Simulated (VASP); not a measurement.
Here is a VASP 6.6.1 calculation.

File INCAR:

```
PREC     = Accurate       # precision mode
ENCUT    = 520            # plane-wave cutoff, eV
EDIFF    = 1E-6           # SCF threshold, eV
ISMEAR   = 0              # smearing method
SIGMA    = 0.02           # smearing width, eV
LREAL    = False          # projectors in reciprocal space
LASPH    = True           # aspherical terms in the spheres
NELM     = 100            # most SCF steps
ALGO     = Normal         # electronic algorithm
ISIF     = 2              # what is computed and relaxed
LWAVE    = False          # write WAVECAR
LCHARG   = False          # write CHGCAR
GGA      = PE             # functional
IBRION   = 2              # ionic algorithm
NSW      = 60             # ionic steps
EDIFFG   = -0.008         # ionic threshold
KPAR     = 4
```

File KPOINTS:

```
regular mesh
0
Gamma
  12 12 2
```

Contents of POSCAR:

```
MoS2
1.0
    3.1850687626      0.0000000000      0.0000000000
   -1.5925343813      2.7583504612      0.0000000000
    0.0000000000      0.0000000000     14.2156739598
Mo S
2 4
Direct
    0.6666666667      0.3333333333      0.2500000000
    0.3333333333      0.6666666667      0.7500000000
    0.6666666667      0.3333333333      0.6423340849
    0.3333333333      0.6666666667      0.3576659151
    0.6666666667      0.3333333333      0.8576659151
    0.3333333333      0.6666666667      0.1423340849
```

Potentials or basis: VASP PAW PBE potentials, release 64 (Mo_sv, S).

Launch:

```sh
$ cat potpaw_PBE.64/Mo_sv/POTCAR potpaw_PBE.64/S/POTCAR > POTCAR
$ mpirun -np 4 vasp_std > vasp.out
```

Q: What does it give for the energy gained by relaxing?

A: 6.2 meV/atom.

Q: What does it give for the band gap on the k mesh?

A: 1.38 eV (least direct gap 1.66 eV).

Stress tensor (GPa, compression positive):
```
-0.03  0.00  0.00
 0.00 -0.03  0.00
 0.00  0.00  0.05
```

Caveat: the cell differs from its parent crystal (strain along c alone, the other axes held: -4.0 %); this functional lacks dispersion, which binds layers or chains, so the pressure and a relaxed spacing across them are unreliable. A k mesh can miss the band edges.
